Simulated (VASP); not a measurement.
MoS2:

```
Mo S
1.0
     3.18507    0.00000    0.00000
    -1.59253    2.75835    0.00000
     0.00000    0.00000   15.69647
Mo S
2 4
Direct
  0.66667 0.33333 0.25000
  0.33333 0.66667 0.75000
  0.66667 0.33333 0.64854
  0.33333 0.66667 0.35146
  0.66667 0.33333 0.85146
  0.33333 0.66667 0.14854
```

This cell differs from its parent crystal: strain along c alone, the other axes held: +6.0 %.

* Program: VASP 6.6.1
* Task: relaxation of the atoms
* Functional: PBE
* Potentials or basis: VASP PAW PBE potentials, release 64 (Mo_sv, S)
* Cutoff: 520 eV
* k mesh: 12 × 12 × 2
* Occupations: gaussian, width 0.02 eV
* Spin: no spin polarisation

At the start: pressure -2.3 GPa; volume 22.98 Å³/atom.

Question: Where does the relaxation end?

Answer: Over 3 steps the energy falls by 5.6 meV/atom at a fixed cell; space group P6_3/mmc (No. 194, to 0.1 Å) before and after.

The path:
```tsv
step	energy change (eV)	largest force (eV/Å)	pressure (GPa)
1	0.0000	0.5423	-2.31
2	-0.0329	0.0806	-0.41
3	-0.0336	0.0009	-0.09
```

Final structure:
```xyz
6
Lattice="3.1851 0.0000 0.0000 -1.5925 2.7584 0.0000 0.0000 0.0000 15.6965" Properties=species:S:1:pos:R:3 pbc="T T T"
Mo    1.5925    0.9195    3.9241
Mo    0.0000    1.8389   11.7724
S     1.5925    0.9195   10.2103
S     0.0000    1.8389    5.4862
S     1.5925    0.9195   13.3344
S     0.0000    1.8389    2.3621
```

Caveat: the cell differs from its parent crystal (strain along c alone, the other axes held: +6.0 %); this functional lacks dispersion, which binds layers or chains, so the pressure and a relaxed spacing across them are unreliable.
